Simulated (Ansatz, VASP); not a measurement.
## Sn: VASP beside Ansatz

The input POSCAR:

```
Sn
1.0
   -2.9401404553      2.9401404553      1.5513229292
    2.9401404553     -2.9401404553      1.5513229292
    2.9401404553      2.9401404553     -1.5513229292
Sn
2
Direct
    0.7500000000      0.2500000000      0.5000000000
    0.0000000000      0.0000000000      0.0000000000
```

Contents of INCAR.step1:

```
SYSTEM = Sn
  PREC = Accurate
  ENCUT = 520
  ISMEAR = 0
  SIGMA = 0.15
  LREAL = .FALSE.
  LASPH = .TRUE.
  NELM = 80
  NBANDS = 21
  GGA = PE
  ALGO = Normal
  EDIFF = 1E-4
  LWAVE = .TRUE.
  LCHARG = .FALSE.
```

File INCAR.step2:

```
SYSTEM = Sn
  PREC = Accurate
  ENCUT = 520
  EDIFF = 1E-7
  ISMEAR = 0
  SIGMA = 0.15
  LREAL = .FALSE.
  LASPH = .TRUE.
  NELM = 80
  ALGO = Normal
  ISIF = 2
  LWAVE = .FALSE.
  LCHARG = .TRUE.
  METAGGA = R2SCAN
  LMIXTAU = .TRUE.
  LELF = .TRUE.
  LVHAR = .TRUE.
  NBANDS = 21
  ISTART = 1
```

File KPOINTS:

```
Automatic mesh
0
G
  16 16 16
  0 0 0
```

Input for Ansatz:

```yaml
crystal:
  lattice:
    - [-2.9401404553, 2.9401404553, 1.5513229292]
    - [2.9401404553, -2.9401404553, 1.5513229292]
    - [2.9401404553, 2.9401404553, -1.5513229292]
  atoms:
    - { symbol: Sn, position: [0.75, 0.25, 0.5] }
    - { symbol: Sn, position: [0.0, 0.0, 0.0] }
basis:
  ecutwfc: 500
kpoints:
  mp_grid: { grid: [16, 16, 16] }
hamiltonian:
  xc: r2scan
scf:
  occupations: { method: gaussian, width: 0.15 }
output:
  forces: true
  stress: true
  eigenvalues: true
```

Change from the starting cell: strain +0.000 along x and y, -0.030 along z, atoms carried along.

Alike in both runs: task single point; functional r2SCAN; k mesh 16 × 16 × 16; occupations gaussian, width 0.15 eV; no spin polarisation.

|  | VASP | Ansatz |
| --- | --- | --- |
| version | VASP 6.6.1 | Ansatz 0.2.0 |
| potentials or method | VASP PAW PBE potentials, release 64 (Sn_d), cutoff 520 eV | scalar-relativistic, plane waves, PAW |
| valence electrons in the cell | 28 | 28 |

|  | VASP | Ansatz | Ansatz less VASP |
| --- | --- | --- | --- |
| gap on the k mesh at the Fermi level (eV) | none | none | - |
| pressure (GPa) | 1.6 | 1.6 | +0.02 |
| traceless stress, the component that is largest in VASP (GPa) | 1.41 | 1.41 | -0.003 |

VASP's potentials were made for PBE, not for r2SCAN. A gap of «none» marks a metal or a gap that the smearing closes. The functional is the same, so the differences come from potentials, cutoffs and numerics.
